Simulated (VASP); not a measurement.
Input of a VASP 6.6.1 run:

The input INCAR:

```
SYSTEM = Be2ZnTe2O
ALGO = Normal
EDIFF = 1E-6
ENCUT = 520
GGA = PE
ISIF = 2
ISMEAR = 0
LASPH = .TRUE.
LCHARG = .TRUE.
LELF = .TRUE.
LREAL = .FALSE.
LVHAR = .TRUE.
LWAVE = .FALSE.
NBANDS = 26
NELM = 60
PREC = Accurate
SIGMA = 0.1
```

KPOINTS

```
k-points
0
G
  4 4 4
  0 0 0
```

POSCAR

```
Be2ZnTe2O
1.0
   -2.8500522000      2.8500522000      3.9937287000
    2.8500522000     -2.8500522000      3.9937287000
    2.8500522000      2.8500522000     -3.9937287000
Be Zn Te O
2 1 2 1
Direct
    0.7500000000      0.2500000000      0.5000000000
    0.2500000000      0.7500000000      0.5000000000
    0.5000000000      0.5000000000      0.0000000000
    0.1862233200      0.1862233200      0.0000000000
    0.8137766800      0.8137766800      0.0000000000
    0.0000000000      0.0000000000      0.0000000000
```

Potentials or basis: VASP PAW PBE potentials, release 64 (Be, Zn, Te, O).

Launch:

```console
$ cat potpaw_PBE.64/Be/POTCAR potpaw_PBE.64/Zn/POTCAR potpaw_PBE.64/Te/POTCAR potpaw_PBE.64/O/POTCAR > POTCAR
$ mpirun -np 1 vasp_std > vasp.out
```

(1) What does it give for the largest force?

(2) What does it give for the pressure?

(3) What does it give for the band gap on the k mesh?

## Answers

(1) 33.970 eV/Å.

(2) 41.5 GPa.

(3) zero (bands 17 and 18 overlap by 1.55 eV).

Caveat: the cell stands under pressure; spin-orbit coupling is left out, which moves the levels of the heavy elements; forces of over 1 eV/Å act on the atoms, so gaps and moduli don't describe the material at rest.
